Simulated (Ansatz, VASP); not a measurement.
**One calculation of Sc, two programs**

```xyz
2
Lattice="3.2284 0.0000 0.0000 -1.6142 2.7959 0.0000 0.0000 0.0000 5.0422" Properties=species:S:1:pos:R:3 pbc="T T T"
Sc    0.0000    1.8639    1.2605
Sc    1.6142    0.9320    3.7816
```

Alike in both runs: task single point; functional PBE; k mesh 18 × 18 × 10; occupations fermi-dirac, width 0.1 eV; no spin polarisation.

```csv
,VASP,Ansatz
version,VASP 6.6.1,Ansatz 0.2.0
potentials or method,"VASP PAW PBE potentials, release 64 (Sc_sv), cutoff 520 eV","plane waves (420 eV) with PAW, scalar-relativistic"
valence electrons in the cell,22,22
```

Ansatz gave:

| Item | Value |
| --- | --- |
| pressure (GPa) | 5.1 |
| traceless stress, the component that is largest in VASP (GPa) | -0.15 |

Q: Estimate VASP's values.

A: Pressure (GPa): 5.2; traceless stress, the component that is largest in VASP (GPa): -0.15.

With one functional, cell and mesh, what is left measures potentials, basis and numerics.
